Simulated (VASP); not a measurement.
# BRu3 (Pm-3n) in VASP: a series of runs, part 2 of 2

VASP 6.6.1. Earlier steps stand in the parts before.

### Step 3. Single point, PBE

This run uses another cell than the first one, of 12.47 Å³/atom, 1.109 times its volume.

File INCAR:

```
ALGO = Normal ; EDIFF = 1E-6
ENCUT = 500 ; GGA = PE
GGA_COMPAT = F ; ISIF = 2
ISMEAR = 0 ; LASPH = T
LCHARG = F ; LREAL = F
LWAVE = F ; NBANDS = 55
NELM = 120 ; PREC = Accurate
SIGMA = 0.1
```

File KPOINTS:

```
k-points
0
Gamma
  4 4 4
```

File POSCAR:

```
BRu3
1.0
    4.6373626543      0.0000000000      0.0000000000
    0.0000000000      4.6373626543      0.0000000000
    0.0000000000      0.0000000000      4.6373626543
B Ru
2 6
Direct
    0.0000000000      0.0000000000      0.0000000000
    0.5000000000      0.5000000000      0.5000000000
    0.2500000000      0.0000000000      0.5000000000
    0.5000000000      0.7500000000      0.0000000000
    0.7500000000      0.0000000000      0.5000000000
    0.5000000000      0.2500000000      0.0000000000
    0.0000000000      0.5000000000      0.7500000000
    0.0000000000      0.5000000000      0.2500000000
```

Potentials or basis: VASP PAW PBE potentials, release 64 (B, Ru_pv).

Command:

```bash
$ cat potpaw_PBE.64/B/POTCAR potpaw_PBE.64/Ru_pv/POTCAR > POTCAR
$ mpirun -np 1 vasp_std > vasp.out
```

OUTCAR:

```text
EDIFF = 1E-6
   ENCUT = 500
   GGA = PE
   ISIF = 2
   ISMEAR = 0
   LASPH = T
   LREAL = F
   NELM = 120
   PREC = Accurate

 ion  position               nearest neighbor table
   1  0.000  0.000  0.000-   3 2.59   4 2.59   5 2.59   6 2.59   7 2.59   8 2.59   3 2.59   5 2.59
                             7 2.59   8 2.59   4 2.59   6 2.59
   2  0.500  0.500  0.500-   3 2.59   4 2.59   5 2.59   6 2.59   7 2.59   8 2.59   4 2.59   6 2.59
                             3 2.59   5 2.59   7 2.59   8 2.59
   3  0.250  0.000  0.500-   5 2.32   5 2.32   1 2.59   1 2.59   2 2.59   2 2.59   8 2.84   4 2.84
                             4 2.84   6 2.84   6 2.84   7 2.84   8 2.84   7 2.84
   4  0.500  0.750  0.000-   6 2.32   6 2.32   1 2.59   2 2.59   2 2.59   1 2.59   8 2.84   5 2.84
                             3 2.84   5 2.84   3 2.84   7 2.84   7 2.84   8 2.84
   5  0.750  0.000  0.500-   3 2.32   3 2.32   1 2.59   1 2.59   2 2.59   2 2.59   8 2.84   4 2.84
                             4 2.84   6 2.84   6 2.84   7 2.84   8 2.84   7 2.84
   6  0.500  0.250  0.000-   4 2.32   4 2.32   1 2.59   2 2.59   2 2.59   1 2.59   8 2.84   3 2.84
                             3 2.84   5 2.84   5 2.84   7 2.84   7 2.84   8 2.84
   7  0.000  0.500  0.750-   8 2.32   8 2.32   1 2.59   2 2.59   1 2.59   2 2.59   3 2.84   4 2.84
                             5 2.84   3 2.84   5 2.84   6 2.84   4 2.84   6 2.84
   8  0.000  0.500  0.250-   7 2.32   7 2.32   1 2.59   2 2.59   1 2.59   2 2.59   3 2.84   4 2.84
                             5 2.84   3 2.84   5 2.84   6 2.84   4 2.84   6 2.84

  LATTYP: Found a simple cubic cell.
 ALAT       =     4.6373626543

  Lattice vectors:

 A1 = (   4.6373626543,   0.0000000000,   0.0000000000)
 A2 = (   0.0000000000,   4.6373626543,   0.0000000000)
 A3 = (   0.0000000000,   0.0000000000,   4.6373626543)

Analysis of symmetry for initial positions (statically):
=====================================================================
 Subroutine PRICEL returns:
 Original cell was already a primitive cell.

 Routine SETGRP: Setting up the symmetry group for a
 simple cubic supercell.

 Subroutine GETGRP returns: Found 48 space group operations
 (whereof 24 operations were pure point group operations)
 out of a pool of 48 trial point group operations.

The static configuration has the point symmetry T_h .
 The point group associated with its full space group is O_h .

Analysis of symmetry for dynamics (positions and initial velocities):
=====================================================================
 Subroutine PRICEL returns:
 Original cell was already a primitive cell.

 Routine SETGRP: Setting up the symmetry group for a
 simple cubic supercell.

 Subroutine GETGRP returns: Found 48 space group operations
 (whereof 24 operations were pure point group operations)
 out of a pool of 48 trial point group operations.

The dynamic configuration has the point symmetry T_h .
 The point group associated with its full space group is O_h .

 Subroutine INISYM returns: Found 48 space group operations
 (whereof 24 operations are pure point group operations),
 and found     1 'primitive' translations

----------------------------------------------------------------------------------------

                                     Primitive cell

  volume of cell :      99.7271

  direct lattice vectors                    reciprocal lattice vectors
     4.637362654  0.000000000  0.000000000     0.215639810  0.000000000  0.000000000
     0.000000000  4.637362654  0.000000000     0.000000000  0.215639810  0.000000000
     0.000000000  0.000000000  4.637362654     0.000000000  0.000000000  0.215639810

  length of vectors
[... 65 lines left out ...]
   dimension x,y,z NGXF=    72 NGYF=   72 NGZF=   72
   ions per type =               2   6
   NGX,Y,Z   is equivalent  to a cutoff of  12.91, 12.91, 12.91 a.u.
   NGXF,Y,Z  is equivalent  to a cutoff of  25.81, 25.81, 25.81 a.u.
 SYSTEM =  unknown system
   PREC   = accura    normal or accurate (medium, high low for compatibility)
   ISTART =      0    job   : 0-new  1-cont  2-samecut
   ICHARG =      2    charge: 1-file 2-atom 10-const
   ISPIN  =      1    spin polarized calculation?
   LNONCOLLINEAR =      F non collinear calculations
   LSORBIT =      F    spin-orbit coupling
   LASPH  =      T    aspherical Exc in radial PAW
   ENCUT  =  500.0 eV  36.75 Ry    6.06 a.u.   8.45  8.45  8.45*2*pi/ulx,y,z
   NELM   =    120;   NELMIN=  2; NELMDL= -5     # of ELM steps
   EDIFF  = 0.1E-05   stopping-criterion for ELM
   LREAL  =      F    real-space projection
   EDIFFG = 0.1E-04   stopping-criterion for IOM
   NSW    =      0    number of steps for IOM
   IBRION =     -1    ionic relax: 0-MD 1-quasi-New 2-CG
   NFREE  =      0    steps in history (QN), initial steepest desc. (CG)
   ISIF   =      2    stress and relaxation
   ISYM   =      2    0-nonsym 1-usesym 2-fastsym
   POTIM  = 0.5000    time-step for ionic-motion
   TEBEG  =    0.0;   TEEND  =   0.0 temperature during run
   PSTRESS=    0.0 pullay stress
   NELECT =      90.0000    total number of electrons
   NUPDOWN=      -1.0000    fix difference up-down
   EMIN   =  10.00;   EMAX   =-10.00  energy-range for DOS
   EFERMI =   0.00;   METHOD = LEGACY
   ISMEAR =     0;   SIGMA  =   0.10  broadening in eV -4-tet -1-fermi 0-gaus
   EFERMI_NEDOS =   21; number of points for ismear=-14 and -15
   IALGO  =     38    algorithm
   IMIX   =      4    mixing-type and parameters
     AMIX     =   0.40;   BMIX     =  1.00
     AMIX_MAG =   1.60;   BMIX_MAG =  1.00
  volume/ion in A,a.u.               =      12.47        84.12
  Fermi-wavevector in a.u.,A,eV,Ry     =   1.582042  2.989625 34.053425  2.502856
  Thomas-Fermi vector in A             =   2.682025
   LORBIT       =      0    0 simple, 1 ext, 2 COOP (PROOUT), +10 PAW based schemes
   GGA     = PE    functional components
   LHFCALC =     F    Hartree Fock is set to
   AEXX    =    0.0000 exact exchange contribution
   IVDW    =     0    specifies the selected vdW correction
   LEPSILON=     F    determine dielectric tensor
   LRPA    =     F    only Hartree local field effects (RPA)
 non-spin polarized calculation
 Gauss-broadening in eV      SIGMA  =   0.10
  energy-cutoff  :      500.00
  volume of cell :       99.73
 maximum number of plane-waves:      2560
 NGX is ok and might be reduce to    36
   NGX = 17   NGY = 17   NGZ = 17

 number of electron      90.0000048 magnetization

 Free energy of the ion-electron system (eV)
  ---------------------------------------------------
  ext. energy  EPLUGINS =         0.00000000
  ---------------------------------------------------
  free energy    TOTEN  =       -63.39098124 eV

  energy without entropy =      -63.35184059  energy(sigma->0) =      -63.37141091

 E-fermi :  11.9946     XC(G=0): -13.5493

 val. band max:       11.9257126608   @ k =   0.2500   0.0000   0.0000
 cond. band min:      12.0273055415   @ k =   0.5000   0.5000   0.2500
 fundamental gap:      0.1015928807
 Fermi energy:        11.9945995911

 k-point     1 :       0.0000    0.0000    0.0000
  band No.  band energies     occupation
      1     -32.7542      2.00000
      2     -32.7542      2.00000
      3     -32.5899      2.00000
      4     -31.5743      2.00000
      5     -31.5743      2.00000
      6     -31.5743      2.00000
[... 569 lines left out ...]
     54      12.6266      0.00000
     55      12.7614      0.00000

------------------------ aborting loop because EDIFF is reached ----------------------------------------

  FORCE on cell =-STRESS in cart. coord.  units (eV):
  Direction    XX          YY          ZZ          XY          YZ          ZX
  --------------------------------------------------------------------------------------
  -------------------------------------------------------------------------------------
  Total        0.1480027      0.1480027      0.1480027      0.0000000     -0.0000000     -0.0000000
  in kB        2.3777551      2.3777551      2.3777551      0.0000000     -0.0000000     -0.0000000
  external PRESSURE =       2.3777551 kB  Pullay stress =       0.0000000 kB

 VOLUME and BASIS-vectors are now :
 -----------------------------------------------------------------------------
  energy-cutoff  :      500.00
  volume of cell :       99.73
      direct lattice vectors                 reciprocal lattice vectors
     4.637362654  0.000000000  0.000000000     0.215639810  0.000000000  0.000000000
     0.000000000  4.637362654  0.000000000     0.000000000  0.215639810  0.000000000
     0.000000000  0.000000000  4.637362654     0.000000000  0.000000000  0.215639810

 POSITION                                       TOTAL-FORCE (eV/Angst)
 -----------------------------------------------------------------------------------
      0.00000      0.00000      0.00000         0.000000      0.000000      0.000000
      2.31868      2.31868      2.31868         0.000000      0.000000      0.000000
      1.15934      0.00000      2.31868        -0.000000     -0.000000      0.000000
      2.31868      3.47802      0.00000        -0.000000     -0.000000      0.000000
      3.47802      0.00000      2.31868         0.000000     -0.000000     -0.000000
      2.31868      1.15934      0.00000        -0.000000      0.000000     -0.000000
      0.00000      2.31868      3.47802         0.000000      0.000000      0.000000
      0.00000      2.31868      1.15934        -0.000000     -0.000000      0.000000
 -----------------------------------------------------------------------------------
    total drift:                                0.000000      0.000000     -0.000000

  FREE ENERGIE OF THE ION-ELECTRON SYSTEM (eV)
  ---------------------------------------------------
  free  energy   TOTEN  =       -63.3909812352 eV

  energy  without entropy=      -63.3518405891  energy(sigma->0) =      -63.37141091
```

Run time: 52 s. Hardware: 1 thread of Intel Xeon 6975P-C, shared host; peak memory 0.21 GiB.

What came out:

- Free energy: -63.3910 eV
- Pressure: 0.2 GPa
- Band gap on the k mesh: zero (band 45 reaches 12.66 eV, above the bottom of band 46 at 11.34 eV)

Levels at points of the mesh, in eV from the Fermi level:
| k point | band 42 | band 43 | band 44 | band 45 | band 46 | band 47 |
| --- | --- | --- | --- | --- | --- | --- |
| (0.00, 0.00, 0.00) | 0.33 | 0.33 | 0.67 | 0.67 | 0.67 | 0.67 |
| (0.50, 0.00, 0.00) | -0.74 | -0.42 | -0.42 | 0.20 | 0.20 | 1.02 |
| (0.50, 0.50, 0.00) | -1.84 | -1.80 | -1.72 | -0.84 | -0.63 | -0.63 |
| (0.50, 0.50, 0.50) | -2.87 | -0.60 | -0.60 | -0.60 | -0.60 | -0.60 |

### Step 4. Single point, PBE

This run uses another cell than the first one, of 12.53 Å³/atom, 1.115 times its volume.

File INCAR:

```
ALGO = Normal
EDIFF = 1E-6
ENCUT = 500
GGA = PE
GGA_COMPAT = False
ISIF = 2
ISMEAR = 0
LASPH = True
LCHARG = False
LREAL = False
LWAVE = False
NBANDS = 55
NELM = 120
PREC = Accurate
SIGMA = 0.1
```

File KPOINTS:

```
k-points
0
Gamma
  8 8 8
```

Changes to POSCAR since step 3:

```diff
@@ -2,5 +2,5 @@
 1.0
-    4.6373626543      0.0000000000      0.0000000000
-    0.0000000000      4.6373626543      0.0000000000
-    0.0000000000      0.0000000000      4.6373626543
+    4.6453959234      0.0000000000      0.0000000000
+    0.0000000000      4.6453959234      0.0000000000
+    0.0000000000      0.0000000000      4.6453959234
 B Ru
```

Potentials or basis: VASP PAW PBE potentials, release 64 (B, Ru_pv).

Command:

```bash
$ cat potpaw_PBE.64/B/POTCAR potpaw_PBE.64/Ru_pv/POTCAR > POTCAR
$ mpirun -np 1 vasp_std > vasp.out
```

OUTCAR:

```text
EDIFF = 1E-6
   ENCUT = 500
   GGA = PE
   ISIF = 2
   ISMEAR = 0
   LASPH = True
   LREAL = False
   NELM = 120
   PREC = Accurate

 ion  position               nearest neighbor table
   1  0.000  0.000  0.000-   3 2.60   4 2.60   5 2.60   6 2.60   7 2.60   8 2.60   3 2.60   5 2.60
                             7 2.60   8 2.60   4 2.60   6 2.60
   2  0.500  0.500  0.500-   3 2.60   4 2.60   5 2.60   6 2.60   7 2.60   8 2.60   4 2.60   6 2.60
                             3 2.60   5 2.60   7 2.60   8 2.60
   3  0.250  0.000  0.500-   5 2.32   5 2.32   1 2.60   1 2.60   2 2.60   2 2.60   8 2.84   4 2.84
[... 1617 lines left out ...]
  Total        0.0859060      0.0859060      0.0859060     -0.0000000     -0.0000000      0.0000000
  in kB        1.3729845      1.3729845      1.3729845     -0.0000000     -0.0000000      0.0000000
  external PRESSURE =       1.3729845 kB  Pullay stress =       0.0000000 kB

 VOLUME and BASIS-vectors are now :
 -----------------------------------------------------------------------------
  energy-cutoff  :      500.00
  volume of cell :      100.25
      direct lattice vectors                 reciprocal lattice vectors
     4.645395923  0.000000000  0.000000000     0.215266904  0.000000000  0.000000000
     0.000000000  4.645395923  0.000000000     0.000000000  0.215266904  0.000000000
     0.000000000  0.000000000  4.645395923     0.000000000  0.000000000  0.215266904

 POSITION                                       TOTAL-FORCE (eV/Angst)
 -----------------------------------------------------------------------------------
      0.00000      0.00000      0.00000        -0.000000     -0.000000     -0.000000
      2.32270      2.32270      2.32270        -0.000000     -0.000000     -0.000000
      1.16135      0.00000      2.32270        -0.000000      0.000000      0.000000
      2.32270      3.48405      0.00000         0.000000     -0.000000      0.000000
      3.48405      0.00000      2.32270         0.000000     -0.000000     -0.000000
      2.32270      1.16135      0.00000        -0.000000     -0.000000     -0.000000
      0.00000      2.32270      3.48405         0.000000      0.000000      0.000000
      0.00000      2.32270      1.16135        -0.000000     -0.000000     -0.000000
 -----------------------------------------------------------------------------------
    total drift:                                0.000000      0.000000     -0.000000

  FREE ENERGIE OF THE ION-ELECTRON SYSTEM (eV)
  ---------------------------------------------------
  free  energy   TOTEN  =       -63.3076150518 eV

  energy  without entropy=      -63.2622034846  energy(sigma->0) =      -63.28490927
```

OSZICAR:

```text
N       E                     dE             d eps       ncg     rms          rms(c)
DAV:   1     0.108463930690E+04    0.10846E+04   -0.52959E+04  3858   0.173E+03
DAV:   2    -0.237750085954E+02   -0.11084E+04   -0.10780E+04  4053   0.545E+02
DAV:   3    -0.660546909073E+02   -0.42280E+02   -0.40597E+02  4635   0.105E+02
DAV:   4    -0.670540051773E+02   -0.99931E+00   -0.97967E+00  4560   0.135E+01
DAV:   5    -0.670814800172E+02   -0.27475E-01   -0.27431E-01  4772   0.205E+00    0.361E+01
DAV:   6    -0.636261068530E+02    0.34554E+01   -0.21411E+01  4484   0.228E+01    0.120E+01
DAV:   7    -0.633618352046E+02    0.26427E+00   -0.11717E+00  4372   0.478E+00    0.746E+00
DAV:   8    -0.633149414174E+02    0.46894E-01   -0.30614E-01  4332   0.244E+00    0.526E-01
DAV:   9    -0.633093808516E+02    0.55606E-02   -0.92788E-03  4362   0.368E-01    0.406E-01
DAV:  10    -0.633076729585E+02    0.17079E-02   -0.11699E-02  4388   0.444E-01    0.859E-02
DAV:  11    -0.633076207029E+02    0.52256E-04   -0.56744E-04  4494   0.105E-01    0.202E-02
DAV:  12    -0.633076181963E+02    0.25066E-05   -0.24259E-05  3926   0.201E-02    0.128E-02
DAV:  13    -0.633076149408E+02    0.32555E-05   -0.65340E-06  3679   0.128E-02    0.380E-03
DAV:  14    -0.633076150518E+02   -0.11099E-06   -0.50890E-07  2394   0.286E-03
   1 F= -.63307615E+02 E0= -.63284909E+02  d E =-.454116E-01
```

Wall time 2.7 min (1 thread of Intel Xeon 6975P-C, shared host); peak memory 0.29 GiB.

Results:

| Item | Value |
| --- | --- |
| Free energy | -63.3076 eV |
| Pressure | 0.1 GPa |
| Band gap on the k mesh | zero (band 45 reaches 12.58 eV, above the bottom of band 46 at 11.24 eV) |

Levels at points of the mesh, in eV from the Fermi level:
```csv
k point,band 41,band 42,band 43,band 44,band 45,band 46,band 47,band 48,band 49,band 50
"(0.00, 0.00, 0.00)",-0.50,0.42,0.42,0.80,0.80,0.80,0.80,0.80,0.80,1.95
"(0.50, 0.00, 0.00)",-0.62,-0.62,-0.30,-0.30,0.34,0.34,1.15,1.15,1.23,1.23
"(0.50, 0.50, 0.00)",-1.86,-1.69,-1.66,-1.55,-0.70,-0.50,-0.50,0.35,0.68,0.72
"(0.50, 0.50, 0.50)",-2.69,-2.69,-0.47,-0.47,-0.47,-0.47,-0.47,-0.47,0.75,0.75
```

### Step 5. Overview

| cell | k mesh | gap on the mesh (eV) | pressure (GPa) |
| --- | --- | --- | --- |
| a = 4.480 Å, 8 atoms | 4 × 4 × 4 | none | 37.4 |
| a = 4.637 Å, 8 atoms | 4 × 4 × 4 | none | 0.2 |
| a = 4.645 Å, 8 atoms | 8 × 8 × 8 | none | 0.1 |

Alike in all rows: task single point; level PBE; potentials or basis VASP PAW PBE potentials, release 64 (B, Ru_pv); no spin polarisation; cutoff (eV) 500; smearing gaussian 0.1 eV.

Absolute energies hang on the potentials; compare differences alone.
